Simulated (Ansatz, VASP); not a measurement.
# One calculation of Au, two programs

The input POSCAR:

```
Au
1.0
   -1.6698076655      1.6698076655      1.6698076655
    1.6698076655     -1.6698076655      1.6698076655
    1.6698076655      1.6698076655     -1.6698076655
Au
1
Direct
    0.0000000000      0.0000000000      0.0000000000
```

INCAR.step1

```
PREC     = Accurate       # precision mode
ENCUT    = 520            # plane-wave cutoff, eV
ISMEAR   = 0              # smearing method
SIGMA    = 0.1            # smearing width, eV
LREAL    = False          # projectors in reciprocal space
LASPH    = True           # aspherical terms in the spheres
NELM     = 100            # most SCF steps
NBANDS   = 12             # bands
GGA      = PE             # functional
ALGO     = Normal         # electronic algorithm
EDIFF    = 1E-4           # SCF threshold, eV
LWAVE    = True           # write WAVECAR
LCHARG   = False          # write CHGCAR
```

The input INCAR.step2:

```
PREC     = Accurate       # precision mode
ENCUT    = 520            # plane-wave cutoff, eV
EDIFF    = 1E-6           # SCF threshold, eV
ISMEAR   = 0              # smearing method
SIGMA    = 0.1            # smearing width, eV
LREAL    = False          # projectors in reciprocal space
LASPH    = True           # aspherical terms in the spheres
NELM     = 100            # most SCF steps
ALGO     = Normal         # electronic algorithm
ISIF     = 2              # what is computed and relaxed
LWAVE    = False          # write WAVECAR
LCHARG   = True           # write CHGCAR
METAGGA  = R2SCAN         # meta-GGA
LMIXTAU  = True         
LELF     = True           # ELF
LVHAR    = True         
NBANDS   = 12             # bands
ISTART   = 1
```

KPOINTS

```
Automatic mesh
0
Gamma
  18 18 18
```

Input for Ansatz:

```yaml
crystal:
  lattice:
    - [-1.6698076655, 1.6698076655, 1.6698076655]
    - [1.6698076655, -1.6698076655, 1.6698076655]
    - [1.6698076655, 1.6698076655, -1.6698076655]
  atoms:
    - { symbol: Au, position: [0.0, 0.0, 0.0] }
basis:
  ecutwfc: 500
kpoints:
  mp_grid: { grid: [18, 18, 18] }
hamiltonian:
  xc: r2scan
scf:
  occupations: { method: gaussian, width: 0.1 }
output:
  forces: true
  stress: true
  eigenvalues: true
```

Alike in both runs: task single point; functional r2SCAN; k mesh 18 × 18 × 18; occupations gaussian, width 0.1 eV; no spin polarisation.

|  | VASP | Ansatz |
| --- | --- | --- |
| version | VASP 6.6.1 | Ansatz 0.2.0 |
| potentials or method | VASP PAW PBE potentials, release 64 (Au), cutoff 520 eV | scalar-relativistic, plane waves, PAW |
| valence electrons in the cell | 11 | 19 |

|  | VASP | Ansatz | Ansatz less VASP |
| --- | --- | --- | --- |
| gap on the k mesh at the Fermi level (eV) | none | none | - |
| pressure (GPa) | -7.2 | -7.4 | -0.18 |

VASP's potentials were made for PBE, not for r2SCAN. A gap of «none» marks a metal or a gap that the smearing closes. VASP's potentials hold 11 valence electrons a cell and Ansatz's 19, so a difference there can come from the potentials and not from the codes.

Spin-orbit coupling is off throughout.
